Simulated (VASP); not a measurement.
The system is ZrC.

```xyz
2
Lattice="0.0000 2.3650 2.3650 2.3650 0.0000 2.3650 2.3650 2.3650 0.0000" Properties=species:S:1:pos:R:3 pbc="T T T"
Zr    2.3650    2.3650    2.3650
C     0.0000    0.0000    0.0000
```

Base run:

| Quantity | Value |
| --- | --- |
| Program | VASP 6.6.1 |
| Functional | PBE |
| Potentials or basis | VASP PAW PBE potentials, release 64 (Zr_sv, C) |
| Cutoff | 520 eV |
| k mesh | 12 × 12 × 12 |
| Occupations | fermi-dirac, width 0.05 eV |
| Spin | collinear spin |
| Starting moments | [1.2, 0.0] μB |
| Fixed moment | 1.2 μB |

Its results: pressure 3.4 GPa; site moments Zr +0.41; C +0.31 μB.

Problem. The run is repeated on the same cell with these changes: fixed moment from 1.2 μB to 0.6 μB; moments at the start from [1.2, 0.0] to [0.6, 0.0]. What comes out?

Solution. Pressure -1.1 GPa; site moments Zr +0.16; C +0.18 μB.

Caveats: the total moment is fixed, so each spin has its own Fermi level and the state may be an excited one; the cell stands under pressure (at least some runs).
